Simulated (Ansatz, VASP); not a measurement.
## One calculation of In4Sb3As, two programs

Contents of INCAR:

```
SYSTEM = In4Sb3As
  ALGO = Normal
  EDIFF = 1E-7
  ENCUT = 520
  GGA = PE
  ISIF = 2
  ISMEAR = -1
  LASPH = .True.
  LCHARG = .False.
  LREAL = .False.
  LWAVE = .False.
  NBANDS = 46
  NELM = 60
  PREC = Accurate
  SIGMA = 0.02
```

Contents of KPOINTS:

```
k-points
0
Gamma
  4 4 2
  0 0 0
```

The input POSCAR:

```
In4Sb3As
1.0
    4.7119939574      0.0000000000      0.0000000000
    0.0000000000      4.7119939574      0.0000000000
    0.0000000000      0.0000000000     13.2722582818
As In Sb
1 4 3
Direct
    0.0000000000      0.0000000000      0.0000000000
    0.0000000000      0.5000000000      0.8873660036
    0.5000000000      0.0000000000      0.6293167863
    0.0000000000      0.5000000000      0.3706832137
    0.5000000000      0.0000000000      0.1126339964
    0.5000000000      0.5000000000      0.7582327341
    0.0000000000      0.0000000000      0.5000000000
    0.5000000000      0.5000000000      0.2417672659
```

Input for Ansatz:

```yaml
crystal:
  lattice:
    - [4.7119939574, 0.0, 0.0]
    - [0.0, 4.7119939574, 0.0]
    - [0.0, 0.0, 13.2722582818]
  atoms:
    - { symbol: As, position: [0.0, 0.0, 0.0] }
    - { symbol: In, position: [0.0, 0.5, 0.8873660036] }
    - { symbol: Sb, position: [0.5, 0.5, 0.7582327341] }
    - { symbol: In, position: [0.5, 0.0, 0.6293167863] }
    - { symbol: Sb, position: [0.0, 0.0, 0.5] }
    - { symbol: In, position: [0.0, 0.5, 0.3706832137] }
    - { symbol: Sb, position: [0.5, 0.5, 0.2417672659] }
    - { symbol: In, position: [0.5, 0.0, 0.1126339964] }
kpoints:
  mp_grid: { grid: [4, 4, 2] }
hamiltonian:
  xc: pbe
scf:
  occupations: { method: fermi_dirac, width: 0.02 }
  n_extra_bands: 6
output:
  forces: true
  stress: true
  eigenvalues: true
```

Alike in both runs: task single point; functional PBE; k mesh 4 × 4 × 2; occupations fermi-dirac, width 0.02 eV; no spin polarisation.

|  | VASP | Ansatz |
| --- | --- | --- |
| version | VASP 6.6.1 | Ansatz 0.2.0 |
| potentials or method | VASP PAW PBE potentials, release 64 (As, In_d, Sb) | plane waves, PAW |
| plane-wave cutoff (eV) | 520 | 420 |
| valence electrons in the cell | 72 | 112 |

|  | VASP | Ansatz | Ansatz less VASP |
| --- | --- | --- | --- |
| pressure (GPa) | -1.9 | -1.9 | +0.01 |
| rms of the force components (eV/Å) | 0.008 | 0.006 | -0.0016 |

The functional is the same, so the differences come from potentials, cutoffs and numerics. VASP's potentials hold 72 valence electrons a cell and Ansatz's 112, so a difference there can come from the potentials and not from the codes.

Spin-orbit coupling is off throughout.
